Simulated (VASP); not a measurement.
The system is Ir.

```
CELL_PARAMETERS angstrom
0.00000 1.92696 1.92696
1.92696 0.00000 1.92696
1.92696 1.92696 0.00000
ATOMIC_POSITIONS crystal
Ir 0.00000 0.00000 0.00000
```

| Item | Value |
| --- | --- |
| Program | VASP 6.6.1 |
| Task | relaxation of cell and atoms |
| Functional | LDA |
| Potentials or basis | VASP PAW LDA potentials, release 64 (Ir) |
| Cutoff | 600 eV |
| k mesh | 8 × 8 × 8 |
| Occupations | gaussian, width 0.1 eV |
| Spin | no spin polarisation |

At the start: pressure -8.7 GPa; volume 14.31 Å³/atom.

Task: How do energy, volume and symmetry change on relaxing?

Result: Over 3 steps the energy falls by 9.3 meV/atom and the volume is 13.99 Å³/atom (-2.2 %); space group Fm-3m (No. 225, to 0.1 Å) before and after.

Step by step:
```csv
step,energy change (eV),largest force (eV/Å),pressure (GPa),volume (Å³)
1,0.0000,0.0000,-8.68,14.31
2,0.1496,0.0000,45.89,12.76
3,-0.0093,0.0000,-0.40,13.99
```

Final structure:
```
Ir
1.0
     0.00000    1.91268    1.91268
     1.91268    0.00000    1.91268
     1.91268    1.91268    0.00000
Ir
1
Direct
  0.00000 0.00000 0.00000
```
